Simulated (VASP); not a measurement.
# TiAl3: single point with PBE

Crystal: TiAl3.

```
Ti Al
1.0
     2.83968    0.00000    0.00000
     0.00000    4.68126    0.00000
     0.00000    0.00000    4.90074
Ti Al
1 3
Direct
  0.00000 0.50000 0.16592
  0.50000 0.50000 0.66727
  0.50000 0.00000 0.33091
  0.00000 0.00000 0.83590
```

| Quantity | Value |
| --- | --- |
| Program | VASP 6.6.1 |
| Task | single point |
| Functional | PBE |
| Potentials or basis | VASP PAW PBE potentials, release 64 (Ti_sv, Al) |
| Cutoff | 520 eV |
| k mesh | 8 × 6 × 6 |
| Occupations | gaussian, width 0.1 eV |
| Spin | no spin polarisation |

The pressure is -0.1 GPa. The largest force is 0.051 eV/Å.

Forces on the atoms (eV/Å):
```
Ti   0.000  0.000 -0.030
Al   0.000  0.000 -0.014
Al   0.000  0.000  0.051
Al   0.000  0.000 -0.007
```

Stress tensor (GPa, compression positive):
```
-0.60  0.00  0.00
 0.00  0.30  0.00
 0.00  0.00  0.15
```

Levels at points of the mesh, in eV from the Fermi level:
```
           k point  band 7  band 8  band 9  band 10  band 11  band 12  band 13  band 14  band 15  band 16
(0.00, 0.00, 0.00)   -3.79   -3.45   -2.59    -0.73    -0.34     2.37     2.43     2.75     2.83     3.09
(0.50, 0.00, 0.00)   -2.10   -1.91   -1.69     0.40     0.63     0.78     1.42     1.56     2.27     2.67
(0.00, 0.50, 0.00)   -3.45   -3.08   -1.97    -1.44    -0.11     2.27     2.38     2.69     3.13     4.72
(0.50, 0.50, 0.00)   -3.63   -3.29   -1.63    -0.44    -0.27     0.82     1.17     1.37     3.44     3.85
(0.00, 0.00, 0.50)   -3.35   -2.20   -2.06    -1.02    -0.25     2.26     2.30     2.44     3.27     4.10
(0.50, 0.00, 0.50)   -3.80   -3.42   -1.27    -0.15    -0.08     0.61     1.25     1.98     3.29     3.71
(0.00, 0.50, 0.50)   -6.99   -4.75   -0.13     0.01     0.79     2.29     2.30     3.74     5.03     5.28
(0.50, 0.50, 0.50)   -3.46   -3.21   -2.74    -2.73    -0.76    -0.15     1.06     2.10     2.38     2.57
```

It took 68 s on 1 thread of Intel(R) Xeon(R) 6975P-C (Granite Rapids), with other jobs on the host, peak memory 0.22 GiB.
